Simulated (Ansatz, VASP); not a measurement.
## One calculation of Si3Ge, two programs

```xyz
4
Lattice="2.8006 0.0000 0.0000 -1.4003 2.4254 0.0000 0.0000 0.0000 9.3131" Properties=species:S:1:pos:R:3 pbc="T T T"
Si    0.0000    1.6169    7.1501
Si    0.0000    1.6169    2.1630
Si    1.4003    0.8085    0.0000
Ge    1.4003    0.8085    4.6566
```

Alike in both runs: task relaxation of cell and atoms; functional PBE; k mesh 18 × 18 × 6; occupations gaussian, width 0.1 eV; no spin polarisation.

|  | VASP | Ansatz |
| --- | --- | --- |
| version | VASP 6.6.1 | Ansatz 0.2.0 |
| potentials or method | VASP PAW PBE potentials, release 64 (Si, Ge_d), cutoff 500 eV | scalar-relativistic, plane waves, PAW |
| valence electrons in the cell | 26 | 26 |

|  | VASP | Ansatz | Ansatz less VASP |
| --- | --- | --- | --- |
| gap on the k mesh at the Fermi level, each at its own relaxed structure (eV) | none | none | - |
| relaxed volume (Å³/atom) | 15.83 | 15.83 | +0.003 |
| relaxed length of the cell vector where the two differ most in proportion (Å) | 2.802 | 2.803 | +0.0004 |

A gap of «none» marks a metal or a gap that the smearing closes.

Noted on VASP's run: too few bands were computed for a metal, which touches its energy and stress.
